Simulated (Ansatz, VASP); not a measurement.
**PbSe in VASP and in Ansatz**

```xyz
2
Lattice="0.0000 3.0606 3.0606 3.0606 0.0000 3.0606 3.0606 3.0606 0.0000" Properties=species:S:1:pos:R:3 pbc="T T T"
Pb    0.0000    0.0000    0.0000
Se    3.0606    3.0606    3.0606
```

Alike in both runs: functional PBE0; k mesh 4 × 4 × 4; occupations fermi-dirac, width 0.05 eV; no spin polarisation.

```csv
,VASP,Ansatz
version,VASP 6.6.1,Ansatz 0.2.0
potentials or method,"VASP PAW PBE potentials, release 64 (Pb_d, Se)",Ansatz PAW
plane-wave cutoff (eV),520,420
valence electrons in the cell,20,30
task,single point,band structure
```

VASP gave:

- gap on the k mesh at the Fermi level (eV): 1.36
- least direct gap on the mesh (eV): 1.36
- pressure (GPa): 1.1

Task: Which values does Ansatz return?

Result: gap on the k mesh at the Fermi level (eV): 1.29; least direct gap on the mesh (eV): 1.29; pressure (GPa): 1.4.

The functional is the same, so the differences come from potentials, cutoffs and numerics. VASP's potentials hold 20 valence electrons a cell and Ansatz's 30, so a difference there can come from the potentials and not from the codes.

The k mesh is coarse, so the values compare programs but aren't converged. Neither program's run includes spin-orbit coupling.
